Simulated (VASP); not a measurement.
A run of VASP 6.6.1:

File INCAR:

```
SYSTEM = Ge7H2
  PREC = Accurate
  ENCUT = 410
  EDIFF = 1E-6
  ISMEAR = 0
  SIGMA = 0.05
  LREAL = .False.
  LASPH = .True.
  NELM = 120
  ALGO = Normal
  ISIF = 2
  LWAVE = .False.
  LCHARG = .False.
  GGA = PE
  NBANDS = 115
  GGA_COMPAT = .False.
```

KPOINTS

```
Automatic mesh
0
Gamma
  1 1 8
  0 0 0
```

File POSCAR:

```
Ge7H2
1.0
   23.7000000000      0.0000000000      0.0000000000
    0.0000000000     10.0000000000      0.0000000000
    0.0000000000      0.0000000000      7.0041111412
Ge H
14 4
Direct
    0.7559383198      0.4661011537      0.3333333333
    0.5853127733      0.4661011537      0.3333333333
    0.6706255465      0.4661011537      0.8333333333
    0.4146872267      0.4661011537      0.3333333333
    0.5000000000      0.4661011537      0.8333333333
    0.2440616802      0.4661011537      0.3333333333
    0.3293744535      0.4661011537      0.8333333333
    0.6706255465      0.5338988463      0.1666666667
    0.7559383198      0.5338988463      0.6666666667
    0.5000000000      0.5338988463      0.1666666667
    0.5853127733      0.5338988463      0.6666666667
    0.3293744535      0.5338988463      0.1666666667
    0.4146872267      0.5338988463      0.6666666667
    0.2440616802      0.5338988463      0.6666666667
    0.8099792586      0.5090472545      0.2277591879
    0.1900207414      0.5090472545      0.2277591879
    0.8099792586      0.4909527455      0.7722408121
    0.1900207414      0.4909527455      0.7722408121
```

Potentials or basis: VASP PAW PBE potentials, release 64 (Ge_d, H).

Run with:

```bash
$ cat potpaw_PBE.64/Ge_d/POTCAR potpaw_PBE.64/H/POTCAR > POTCAR
$ mpirun -np 1 vasp_std > vasp.out
```

Hardware: 1 thread of Intel(R) Xeon(R) 6975P-C (Granite Rapids) (shared host).

Question: Estimate the wall time of this run.

Answer: Wall time 23 min on 1 thread of Intel(R) Xeon(R) 6975P-C (Granite Rapids) (shared host), peak memory 1.2 GiB. Counts: scf iterations 24, k points 5.
